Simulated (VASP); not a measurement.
Wanted: the native input for a VASP 6.6.1 run.

- Task: single point
- Functional: PBE
- Potentials or basis: VASP PAW PBE potentials, release 64 (Sb)
- Cutoff: 500 eV
- k mesh: 7 × 7 × 7
- Occupations: fermi-dirac, width 0.005 eV
- Spin: no spin polarisation
- Dipole correction: no
- Further INCAR settings: ALGO = Normal; EDIFF = 1e-06; NBANDS = 8

The structure of Sb lies in POSCAR:

```
Sb
1.0
    0.1733647600      2.3885337500      2.4958692300
    2.4173055400      0.0646925500      2.6045414300
    2.3204533900      2.4003538000      0.1615447000
Sb
1
Direct
    0.0000000000      0.0000000000      0.0000000000
```

One way to write it, as run:

INCAR

```
SYSTEM = Sb
ALGO = Normal
EDIFF = 1E-6
ENCUT = 500
GGA = PE
GGA_COMPAT = .FALSE.
ISIF = 2
ISMEAR = -1
LASPH = .TRUE.
LCHARG = .FALSE.
LREAL = .FALSE.
LWAVE = .FALSE.
NBANDS = 8
NELM = 120
PREC = Accurate
SIGMA = 0.005
```

KPOINTS

```
k-points
0
G
  7 7 7
  0 0 0
```

Potentials or basis: VASP PAW PBE potentials, release 64 (Sb).

The run is started by

```bash
$ cat potpaw_PBE.64/Sb/POTCAR > POTCAR
$ mpirun -np 1 vasp_std > vasp.out
```

It gave:

```yaml
Pressure: 2.5 GPa
Band_gap_on_the_k_mesh: zero (an odd number of electrons rules out a gap without spin polarisation)
```

Caveat: spin-orbit coupling is left out, which moves the levels of the heavy elements.

Run time: 26 s on 1 thread of Intel(R) Xeon(R) Platinum 8259CL CPU @ 2.50GHz (Skylake/Cascade Lake), on a shared host, peak memory 0.17 GiB.
